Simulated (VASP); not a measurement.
The system is PbO2.

```
Pb O
1.0
     0.00000    2.68000    2.68000
     2.68000    0.00000    2.68000
     2.68000    2.68000    0.00000
Pb O
1 2
Direct
  0.00000 0.00000 0.00000
  0.25000 0.25000 0.25000
  0.75000 0.75000 0.75000
```

```yaml
Program: VASP 6.6.1
Task: relaxation of cell and atoms
Functional: r2SCAN
Potentials_or_basis: VASP PAW PBE potentials, release 64 (Pb_d, O)
Cutoff: 660 eV
k_mesh: 6 × 6 × 6
Occupations: fermi-dirac, width 0.01 eV
Spin: no spin polarisation
```

At the start: pressure -2.9 GPa; volume 12.83 Å³/atom.

Q: Where does the relaxation end?

A: Over 3 steps the energy falls by 2.2 meV/atom and the volume is 12.59 Å³/atom (-1.9 %); space group Fm-3m (No. 225, to 0.1 Å) before and after.

The path:
```
step  energy change (eV)  largest force (eV/Å)  pressure (GPa)  volume (Å³)
   1              0.0000                0.0000           -2.93        38.50
   2             -0.0020                0.0000            2.61        37.21
   3             -0.0067                0.0000           -0.01        37.78
```

Final structure:
```
Pb O
1.0
     0.00000    2.66331    2.66331
     2.66331    0.00000    2.66331
     2.66331    2.66331    0.00000
Pb O
1 2
Cartesian
  0.0000 0.0000 0.0000
  1.3317 1.3317 1.3317
  3.9950 3.9950 3.9950
```

Caveat: the PAW data sets were made with another functional, which shifts forces and pressure a little.
